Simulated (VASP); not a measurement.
# Zn (Fm-3m) in VASP: settings compared, part 2 of 2

VASP 6.6.1. Earlier steps stand in the parts before.

**5. Single point, PBE-based screened hybrid with 25 % exact exchange**

This run uses another cell than the first one, of 15.14 Å³/atom.

File POSCAR:

```
Zn
1.0
    0.0000000000      1.9636139922      1.9636139922
    1.9636139922      0.0000000000      1.9636139922
    1.9636139922      1.9636139922      0.0000000000
Zn
1
Direct
    0.0000000000      0.0000000000      0.0000000000
```

File INCAR.step1:

```
SYSTEM = Zn
ALGO = Normal
EDIFF = 1E-5
ENCUT = 400
GGA = PE
GGA_COMPAT = .False.
ISIF = 2
ISMEAR = -1
LASPH = .True.
LCHARG = .False.
LREAL = .False.
LWAVE = .True.
NBANDS = 12
NELM = 120
PREC = Accurate
SIGMA = 0.05
```

File INCAR.step2:

```
SYSTEM = Zn
AEXX = 0.25
ALGO = Normal
EDIFF = 1E-6
ENCUT = 400
GGA = PE
GGA_COMPAT = .False.
HFSCREEN = 0.3
ISIF = 2
ISMEAR = -1
ISTART = 1
LASPH = .True.
LCHARG = .False.
LHFCALC = .True.
LREAL = .False.
LWAVE = .False.
NBANDS = 12
NELM = 120
PREC = Accurate
PRECFOCK = Normal
SIGMA = 0.05
```

File KPOINTS:

```
k-points
0
Gamma
  6 6 6
  0 0 0
```

Potentials or basis: VASP PAW PBE potentials, release 64 (Zn).

Launch:

```bash
> cat potpaw_PBE.64/Zn/POTCAR > POTCAR
> cp INCAR.step1 INCAR
> mpirun -np 1 vasp_std > vasp.out
> cp INCAR.step2 INCAR
> mpirun -np 1 vasp_std > vasp.out
```

OUTCAR:

```text
SYSTEM = Zn
   AEXX = 0.25
   EDIFF = 1E-6
   ENCUT = 400
   GGA = PE
   HFSCREEN = 0.3
   ISIF = 2
   ISMEAR = -1
   ISTART = 1
   LASPH = .True.
   LHFCALC = .True.
   LREAL = .False.
   NELM = 120
   PREC = Accurate
   PRECFOCK = Normal

 ion  position               nearest neighbor table
   1  0.000  0.000  0.000-

  LATTYP: Found a face centered cubic cell.
 ALAT       =     3.9272279844

  Lattice vectors:

 A1 = (   0.0000000000,   1.9636139922,   1.9636139922)
 A2 = (   1.9636139922,   0.0000000000,   1.9636139922)
 A3 = (   1.9636139922,   1.9636139922,   0.0000000000)

Analysis of symmetry for initial positions (statically):
=====================================================================
 Subroutine PRICEL returns:
 Original cell was already a primitive cell.

 Routine SETGRP: Setting up the symmetry group for a
 face centered cubic supercell.

 Subroutine GETGRP returns: Found 48 space group operations
 (whereof 48 operations were pure point group operations)
 out of a pool of 48 trial point group operations.
[... 164 lines left out ...]
 Fermi energy:         3.3554537182

 k-point     1 :       0.0000    0.0000    0.0000
  band No.  band energies     occupation
      1      -8.4031      2.00000
      2      -6.6486      2.00000
      3      -6.6486      2.00000
      4      -6.6486      2.00000
      5      -6.2756      2.00000
      6      -6.2756      2.00000
      7      22.5313      0.00000
      8      22.5313      0.00000
      9      22.5313      0.00000
     10      22.7280      0.00000
     11      25.0757      0.00000
     12      25.0757      0.00000
[... 211 lines left out ...]
 k-point    16 :      -0.3333    0.5000    0.1667
  band No.  band energies     occupation
      1      -7.0615      2.00000
      2      -7.0050      2.00000
      3      -6.3470      2.00000
      4      -6.1555      2.00000
      5      -5.8811      2.00000
      6       3.6278      0.00858
      7       5.9170      0.00000
      8       7.7515      0.00000
      9       8.7608      0.00000
     10      21.8485      0.00000
     11      22.8631      0.00000
     12      31.1858      0.00000

------------------------ aborting loop because EDIFF is reached ----------------------------------------

  FORCE on cell =-STRESS in cart. coord.  units (eV):
  Direction    XX          YY          ZZ          XY          YZ          ZX
  --------------------------------------------------------------------------------------
  -------------------------------------------------------------------------------------
  Total       -0.0739613     -0.0739613     -0.0739613      0.0000000      0.0000000     -0.0000000
  in kB       -7.8255813     -7.8255813     -7.8255813      0.0000000      0.0000000     -0.0000000
  external PRESSURE =      -7.8255813 kB  Pullay stress =       0.0000000 kB

 VOLUME and BASIS-vectors are now :
 -----------------------------------------------------------------------------
  energy-cutoff  :      400.00
  volume of cell :       15.14
      direct lattice vectors                 reciprocal lattice vectors
     0.000000000  1.963613992  1.963613992    -0.254632531  0.254632531  0.254632531
     1.963613992  0.000000000  1.963613992     0.254632531 -0.254632531  0.254632531
     1.963613992  1.963613992  0.000000000     0.254632531  0.254632531 -0.254632531

 POSITION                                       TOTAL-FORCE (eV/Angst)
 -----------------------------------------------------------------------------------
      0.00000      0.00000      0.00000         0.000000     -0.000000     -0.000000
 -----------------------------------------------------------------------------------
    total drift:                               -0.000000     -0.000000     -0.000000

  FREE ENERGIE OF THE ION-ELECTRON SYSTEM (eV)
  ---------------------------------------------------
  free  energy   TOTEN  =        -1.0819777281 eV

  energy  without entropy=       -1.0744683205  energy(sigma->0) =       -1.07822302
```

OUTCAR.step1:

```text
SYSTEM = Zn
   EDIFF = 1E-5
   ENCUT = 400
   GGA = PE
   ISIF = 2
   ISMEAR = -1
   LASPH = .True.
[... 445 lines left out ...]
 -----------------------------------------------------------------------------------
      0.00000      0.00000      0.00000        -0.000000      0.000000      0.000000
 -----------------------------------------------------------------------------------
    total drift:                                0.000000     -0.000000      0.000000

  FREE ENERGIE OF THE ION-ELECTRON SYSTEM (eV)
  ---------------------------------------------------
  free  energy   TOTEN  =        -0.9521851958 eV

  energy  without entropy=       -0.9429495865  energy(sigma->0) =       -0.94756739
```

Run time: 5.8 min. Hardware: 1 thread of Intel Xeon Platinum 8375C at 2.90GHz (Ice Lake), shared host; peak memory 0.21 GiB.

Results:

| Item | Value |
| --- | --- |
| Free energy | -1.0820 eV |
| Pressure | -0.8 GPa |
| Band gap on the k mesh | zero (bands 6 and 7 overlap by 2.02 eV) |

Levels at points of the mesh, in eV from the Fermi level:
| k point | band 2 | band 3 | band 4 | band 5 | band 6 | band 7 | band 8 | band 9 | band 10 | band 11 |
| --- | --- | --- | --- | --- | --- | --- | --- | --- | --- | --- |
| (0.00, 0.00, 0.00) | -10.00 | -10.00 | -10.00 | -9.63 | -9.63 | 19.18 | 19.18 | 19.18 | 19.37 | 21.72 |
| (0.50, 0.00, 0.00) | -10.01 | -10.01 | -9.32 | -9.32 | -3.53 | -1.75 | 16.08 | 16.08 | 17.86 | 19.53 |
| (0.50, 0.50, 0.00) | -10.61 | -9.35 | -9.24 | -9.24 | -1.40 | 1.72 | 8.86 | 8.86 | 12.38 | 13.87 |

Caveat: the k points lie up to 0.46 Å⁻¹ apart, too coarse for converged energies and pressures of a metal; the PAW data sets were made with another functional, which shifts forces and pressure a little.

**6. Overview**

| level | cell | cutoff (eV) | screening parameter | gap on the mesh (eV) | pressure (GPa) |
| --- | --- | --- | --- | --- | --- |
| PBE0 | a = 2.760 Å, angles 60.0°, 1 atom | 520 | - | none | 0.7 |
| PBE0 | a = 2.779 Å, angles 60.0°, 1 atom | 520 | - | none | -0.9 |
| PBE-based screened hybrid with 25 % exact exchange | a = 2.779 Å, angles 60.0°, 1 atom | 400 | 0.3 1/Å | none | -0.9 |
| PBE-based screened hybrid with 25 % exact exchange | a = 2.777 Å, angles 60.0°, 1 atom | 400 | 0.3 1/Å | none | -0.8 |

Alike in all rows: task single point; potentials or basis VASP PAW PBE potentials, release 64 (Zn); no spin polarisation; k mesh 6 × 6 × 6; smearing fermi-dirac 0.05 eV.

Caveats: all runs use coarse meshes; the PAW data sets were made with another functional, which shifts forces and pressure a little.

Absolute energies hang on the potentials; compare differences alone.
